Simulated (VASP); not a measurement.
A run of VASP 6.6.1 is set up as follows.

INCAR

```
SYSTEM = Bi
ALGO = Normal
EDIFF = 1E-6
ENCUT = 520
GGA = PS
ISIF = 2
ISMEAR = 0
LASPH = .TRUE.
LCHARG = .TRUE.
LELF = .TRUE.
LREAL = .FALSE.
LVHAR = .TRUE.
LWAVE = .FALSE.
NBANDS = 14
NELM = 100
PREC = Accurate
SIGMA = 0.1
```

Contents of KPOINTS:

```
k-points
0
G
  8 8 8
  0 0 0
```

The input POSCAR:

```
Bi
1.0
   -1.8282284554      1.8282284554      1.8282284554
    1.8282284554     -1.8282284554      1.8282284554
    1.8282284554      1.8282284554     -1.8282284554
Bi
1
Direct
    0.0000000000      0.0000000000      0.0000000000
```

Potentials or basis: VASP PAW PBE potentials, release 64 (Bi_d).

Command:

```sh
$ cat potpaw_PBE.64/Bi_d/POTCAR > POTCAR
$ mpirun -np 1 vasp_std > vasp.out
```

Predict the pressure.

20.1 GPa.

Caveat: the PAW data sets were made with another functional, which shifts forces and pressure a little.
